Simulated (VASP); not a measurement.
# Be2Tl (P4_2nm) in VASP: relaxation of cell and atoms with PBE

Aim: the relaxation of cell and atoms of Be2Tl with PBE.

All numbers are computed with VASP 6.6.1; they aren't measurements. Logs are shortened: lines on timing, memory, paths and dates and some standing lists are left out, and cuts for length are marked.

## (1) The cell of the first run

Symmetry: P4_2nm, No. 102, tetragonal system. Conventional cell: a = 5.058 Å, b = 5.058 Å, c = 3.625 Å, α = 90.00°, β = 90.00°, γ = 90.00°. Be (site symmetry m) has 3 Tl at 2.03 to 2.53 Å within 2.7 Å. Within 2.7 Å of Tl (site symmetry 2mm) lie 6 Be at 2.03 to 2.53 Å.

The cell was built from a structure type or drawn by symmetry, and may not be a known phase.

## (2) Relaxation of cell and atoms, PBE

Input file INCAR:

```
SYSTEM = Be2Tl
ALGO = Normal ; EDIFF = 1E-6
EDIFFG = -0.04 ; ENCUT = 600
GGA = PE ; IBRION = 2
ISIF = 3 ; ISMEAR = 0
LASPH = .TRUE. ; LCHARG = .FALSE.
LREAL = .FALSE. ; LWAVE = .FALSE.
NELM = 80 ; NSW = 90
PREC = Accurate ; SIGMA = 0.1
```

Input file KPOINTS:

```
k-points
0
G
  4 4 6
  0 0 0
```

Input file POSCAR:

```
Be2Tl
1.0
    5.0577715991      0.0000000000      0.0000000000
    0.0000000000      5.0577715991      0.0000000000
    0.0000000000      0.0000000000      3.6248816996
Be Tl
4 2
Direct
    0.7179124613      0.2820875387      0.2820875387
    0.2820875387      0.7179124613      0.2820875387
    0.2179124613      0.2179124613      0.7820875387
    0.7820875387      0.7820875387      0.7820875387
    0.0000000000      0.0000000000      0.3333333333
    0.5000000000      0.5000000000      0.8333333333
```

Potentials or basis: VASP PAW PBE potentials, release 64 (Be, Tl_d).

On the command line:

```sh
$ cat potpaw_PBE.64/Be/POTCAR potpaw_PBE.64/Tl_d/POTCAR > POTCAR
$ mpirun -np 1 vasp_std > vasp.out
```

OUTCAR:

```text
SYSTEM = Be2Tl
   EDIFF = 1E-6
   EDIFFG = -0.04
   ENCUT = 600
   GGA = PE
   IBRION = 2
   ISIF = 3
   ISMEAR = 0
   LASPH = .TRUE.
   LREAL = .FALSE.
   NELM = 80
   NSW = 90
   PREC = Accurate

 ion  position               nearest neighbor table
   1  0.718  0.282  0.282-   5 2.03   6 2.25   6 2.53
   2  0.282  0.718  0.282-   5 2.03   6 2.25   6 2.53
   3  0.218  0.218  0.782-   6 2.03   5 2.25   5 2.53
   4  0.782  0.782  0.782-   6 2.03   5 2.25   5 2.53
   5  0.000  0.000  0.333-   1 2.03   2 2.03   3 2.25   4 2.25   3 2.53   4 2.53   6 4.01   6 4.01
                             6 4.01   6 4.01   6 4.01   6 4.01   6 4.01   6 4.01
   6  0.500  0.500  0.833-   3 2.03   4 2.03   1 2.25   2 2.25   1 2.53   2 2.53   5 4.01   5 4.01
                             5 4.01   5 4.01   5 4.01   5 4.01   5 4.01   5 4.01

  LATTYP: Found a simple tetragonal cell.
 ALAT       =     5.0577715991
 C/A-ratio  =     0.7166954119

  Lattice vectors:

 A1 = (   5.0577715991,   0.0000000000,   0.0000000000)
 A2 = (   0.0000000000,   5.0577715991,   0.0000000000)
 A3 = (   0.0000000000,   0.0000000000,   3.6248816996)

Analysis of symmetry for initial positions (statically):
=====================================================================
 Subroutine PRICEL returns:
 Original cell was already a primitive cell.

 Routine SETGRP: Setting up the symmetry group for a
 simple tetragonal supercell.

 Subroutine GETGRP returns: Found  8 space group operations
 (whereof  4 operations were pure point group operations)
 out of a pool of 16 trial point group operations.

The static configuration has the point symmetry C_2v.
 The point group associated with its full space group is C_4v.

Analysis of symmetry for dynamics (positions and initial velocities):
=====================================================================
 Subroutine PRICEL returns:
 Original cell was already a primitive cell.

 Routine SETGRP: Setting up the symmetry group for a
 simple tetragonal supercell.

 Subroutine GETGRP returns: Found  8 space group operations
 (whereof  4 operations were pure point group operations)
 out of a pool of 16 trial point group operations.

The dynamic configuration has the point symmetry C_2v.
 The point group associated with its full space group is C_4v.

 Subroutine INISYM returns: Found  8 space group operations
 (whereof  4 operations are pure point group operations),
 and found     1 'primitive' translations

----------------------------------------------------------------------------------------
[... 94 lines left out ...]
   ISPIN  =      1    spin polarized calculation?
   LNONCOLLINEAR =      F non collinear calculations
   LSORBIT =      F    spin-orbit coupling
   LASPH  =      T    aspherical Exc in radial PAW
   ENCUT  =  600.0 eV  44.10 Ry    6.64 a.u.  10.10 10.10  7.24*2*pi/ulx,y,z
   NELM   =     80;   NELMIN=  2; NELMDL= -5     # of ELM steps
   EDIFF  = 0.1E-05   stopping-criterion for ELM
   LREAL  =      F    real-space projection
   EDIFFG = -.4E-01   stopping-criterion for IOM
   NSW    =     90    number of steps for IOM
   IBRION =      2    ionic relax: 0-MD 1-quasi-New 2-CG
   NFREE  =      1    steps in history (QN), initial steepest desc. (CG)
   ISIF   =      3    stress and relaxation
   ISYM   =      2    0-nonsym 1-usesym 2-fastsym
   POTIM  = 0.5000    time-step for ionic-motion
   TEBEG  =    0.0;   TEEND  =   0.0 temperature during run
   PSTRESS=    0.0 pullay stress
   NELECT =      34.0000    total number of electrons
   NUPDOWN=      -1.0000    fix difference up-down
   EMIN   =  10.00;   EMAX   =-10.00  energy-range for DOS
   EFERMI =   0.00;   METHOD = LEGACY
   ISMEAR =     0;   SIGMA  =   0.10  broadening in eV -4-tet -1-fermi 0-gaus
   EFERMI_NEDOS =   21; number of points for ismear=-14 and -15
   IALGO  =     38    algorithm
   IMIX   =      4    mixing-type and parameters
     AMIX     =   0.40;   BMIX     =  1.00
     AMIX_MAG =   1.60;   BMIX_MAG =  1.00
  volume/ion in A,a.u.               =      15.45       104.29
  Fermi-wavevector in a.u.,A,eV,Ry     =   1.171738  2.214263 18.680379  1.372969
  Thomas-Fermi vector in A             =   2.308177
   LORBIT       =      0    0 simple, 1 ext, 2 COOP (PROOUT), +10 PAW based schemes
   GGA     = PE    functional components
   LHFCALC =     F    Hartree Fock is set to
   AEXX    =    0.0000 exact exchange contribution
   IVDW    =     0    specifies the selected vdW correction
   LEPSILON=     F    determine dielectric tensor
   LRPA    =     F    only Hartree local field effects (RPA)
 conjugate gradient relaxation of ions
 non-spin polarized calculation
 Gauss-broadening in eV      SIGMA  =   0.10
  energy-cutoff  :      600.00
  volume of cell :       92.73
 maximum number of plane-waves:      3124
   NGX = 21   NGY = 21   NGZ = 15

--------------------------------------- Ionic step        1  -------------------------------------------

 number of electron      34.0000008 magnetization

 Free energy of the ion-electron system (eV)
  ---------------------------------------------------
  ext. energy  EPLUGINS =         0.00000000
  ---------------------------------------------------
  free energy    TOTEN  =        -9.46533875 eV

  energy without entropy =       -9.45562189  energy(sigma->0) =       -9.46048032

------------------------ aborting loop because EDIFF is reached ----------------------------------------

  FORCE on cell =-STRESS in cart. coord.  units (eV):
  Direction    XX          YY          ZZ          XY          YZ          ZX
  --------------------------------------------------------------------------------------
  -------------------------------------------------------------------------------------
  Total       18.9975841     18.9975841      8.7230132     -0.0000000      0.0000000      0.0000000
  in kB      328.2439219    328.2439219    150.7179048     -0.0000000      0.0000000      0.0000000
  external PRESSURE =     269.0685829 kB  Pullay stress =       0.0000000 kB
[... 1270 lines left out ...]
     20      11.2644      0.00000
     21      11.2644      0.00000

[... ionic steps 4 to 28 ...]

--------------------------------------- Ionic step       29  -------------------------------------------

 number of electron      34.0000002 magnetization

------------------------ aborting loop because EDIFF is reached ----------------------------------------
[... 75 lines left out ...]
--------------------------------------- Ionic step       31  -------------------------------------------

 number of electron      34.0000003 magnetization

 Free energy of the ion-electron system (eV)
  ---------------------------------------------------
  ext. energy  EPLUGINS =         0.00000000
  ---------------------------------------------------
  free energy    TOTEN  =       -13.40196015 eV

  energy without entropy =      -13.38958941  energy(sigma->0) =      -13.39577478

 E-fermi :   4.9401     XC(G=0):  -9.4684

 val. band max:        4.8965103423   @ k =   0.5000   0.0000   0.5000
 cond. band min:       4.9686279895   @ k =   0.2500   0.0000   0.0000
 fundamental gap:      0.0721176473
 Fermi energy:         4.9400664495
[... 607 lines left out ...]
  FREE ENERGIE OF THE ION-ELECTRON SYSTEM (eV)
  ---------------------------------------------------
  free  energy   TOTEN  =       -13.4019601545 eV

  energy  without entropy=      -13.3895894074  energy(sigma->0) =      -13.39577478

 reached required accuracy - stopping structural energy minimisation
```

OSZICAR:

```text
N       E                     dE             d eps       ncg     rms          rms(c)
DAV:   1     0.171220364356E+03    0.17122E+03   -0.18506E+04  1008   0.165E+03
DAV:   2    -0.489894534954E+01   -0.17612E+03   -0.17241E+03  1113   0.316E+02
DAV:   3    -0.103760588041E+02   -0.54771E+01   -0.52320E+01  1261   0.534E+01
DAV:   4    -0.104444111083E+02   -0.68352E-01   -0.68020E-01  1153   0.542E+00
[... 267 lines left out ...]
DAV:   1    -0.134026083461E+02   -0.12823E-02   -0.18235E-01  1013   0.257E+00    0.158E-01
DAV:   2    -0.134021606754E+02    0.44767E-03   -0.26269E-03  1216   0.435E-01    0.755E-02
DAV:   3    -0.134019733267E+02    0.18735E-03   -0.30152E-04  1069   0.137E-01    0.248E-02
DAV:   4    -0.134019604434E+02    0.12883E-04   -0.34668E-05  1201   0.434E-02    0.630E-03
DAV:   5    -0.134019601545E+02    0.28884E-06   -0.12191E-06   704   0.791E-03
  31 F= -.13401960E+02 E0= -.13395775E+02  d E =-.121348E-02
```

CONTCAR:

```text
Be2Tl
   1.00000000000000
     5.0015403251558173   -0.0000000000000000    0.0000000000000000
    -0.0000000000000001    5.0015403251558173    0.0000000000000000
     0.0000000000000000    0.0000000000000000    4.3905506087580033
  Be              Tl
     4     2
Direct
     0.6553518134896279    0.3446481865103719    0.2993127285434826
     0.3446481865103719    0.6553518134896279    0.2993127285434826
     0.1553518134896279    0.1553518134896279    0.7993127285434827
     0.8446481865103721    0.8446481865103721    0.7993127285434827
     0.0000000000000000    0.0000000000000000    0.2988829536130265
     0.5000000000000000    0.5000000000000000    0.7988829536130264

  0.00000000E+00  0.00000000E+00  0.00000000E+00
  0.00000000E+00  0.00000000E+00  0.00000000E+00
  0.00000000E+00  0.00000000E+00  0.00000000E+00
  0.00000000E+00  0.00000000E+00  0.00000000E+00
  0.00000000E+00  0.00000000E+00  0.00000000E+00
  0.00000000E+00  0.00000000E+00  0.00000000E+00
```

Wall time 25 min (1 thread of AMD EPYC, shared host); peak memory 0.21 GiB.

Results:

```yaml
Free_energy: -13.4020 eV
Relaxed_volume: 18.31 Å³/atom
Relaxed_cell: a = 5.002 Å, b = 5.002 Å, c = 4.391 Å, α = 90.00°, β = 90.00°, γ = 90.00°
Space_group_after_relaxing_to_0.1_Å: P4_2/mnm (No. 136)
Energy_gained_by_relaxing: 656.1 meV/atom
Ionic_steps: 31
Pressure_after_relaxing: -0.1 GPa
Largest_force_after_relaxing: 0.022 eV/Å
Band_gap_on_the_k_mesh: zero (bands 17 and 18 overlap by 3.86 eV)
```

Forces on the atoms (eV/Å):
```
Be  -0.010  0.010 -0.011
Be   0.010 -0.010 -0.011
Be  -0.010 -0.010 -0.011
Be   0.010  0.010 -0.011
Tl   0.000  0.000  0.022
Tl   0.000  0.000  0.022
```

Step by step:
| step | energy change (eV) | largest force (eV/Å) | pressure (GPa) | volume (Å³) |
| --- | --- | --- | --- | --- |
| 1 | 0.0000 | 3.3063 | 26.91 | 92.73 |
| 2 | -2.5900 | 0.6400 | -3.38 | 131.86 |
| 3 | -2.7146 | 0.8208 | -0.14 | 121.22 |
| 4 | -2.7156 | 0.8067 | -0.45 | 122.01 |
| 5 | -2.7948 | 0.4536 | -0.62 | 121.65 |
| 6 | -2.8407 | 0.2233 | -0.63 | 121.14 |
| 7 | -2.8687 | 0.2489 | -0.15 | 119.34 |
| 8 | -2.9469 | 0.3880 | 1.79 | 114.00 |
| 9 | -3.0170 | 1.0779 | 7.22 | 103.46 |
| 10 | -3.0190 | 1.0858 | 7.27 | 103.38 |
| 11 | -3.0255 | 1.1094 | 7.38 | 103.15 |
| 12 | -3.0399 | 1.1560 | 7.62 | 102.68 |
| 13 | -3.0727 | 1.2497 | 8.14 | 101.73 |
| 14 | -3.1313 | 1.4472 | 9.23 | 99.84 |
| 15 | -3.1485 | 1.8557 | 11.69 | 96.02 |
| 16 | -3.1617 | 1.7164 | 10.83 | 97.32 |
| 17 | -3.2158 | 1.6972 | 10.59 | 97.23 |
| 18 | -3.3400 | 1.6282 | 10.00 | 96.91 |
| 19 | -3.4330 | 1.4070 | 9.66 | 96.15 |
| 20 | -3.5253 | 1.2496 | 8.42 | 97.39 |
| 21 | -3.7362 | 0.8254 | 5.10 | 101.15 |
| 22 | -3.9071 | 0.3412 | 0.13 | 108.95 |
| 23 | -3.9085 | 0.3388 | -0.19 | 109.66 |
| 24 | -3.9085 | 0.3385 | -0.33 | 109.94 |
| 25 | -3.9171 | 0.2833 | -0.30 | 109.90 |
| 26 | -3.9335 | 0.1241 | -0.11 | 109.77 |
| 27 | -3.9123 | 0.2142 | 0.67 | 109.50 |
| 28 | -3.9354 | 0.0614 | 0.03 | 109.71 |
| 29 | -3.9354 | 0.0573 | 0.04 | 109.71 |
| 30 | -3.9360 | 0.0433 | 0.01 | 109.74 |
| 31 | -3.9366 | 0.0224 | -0.06 | 109.83 |

Final structure:
```
CELL_PARAMETERS angstrom
5.00154 0.00000 0.00000
0.00000 5.00154 0.00000
0.00000 0.00000 4.39055
ATOMIC_POSITIONS crystal
Be 0.65535 0.34465 0.29931
Be 0.34465 0.65535 0.29931
Be 0.15535 0.15535 0.79931
Be 0.84465 0.84465 0.79931
Tl 0.00000 0.00000 0.29888
Tl 0.50000 0.50000 0.79888
```

Caveat: the volume moved by over 15 % at a fixed basis, so the end points are rough; spin-orbit coupling is left out, which moves the levels of the heavy elements.
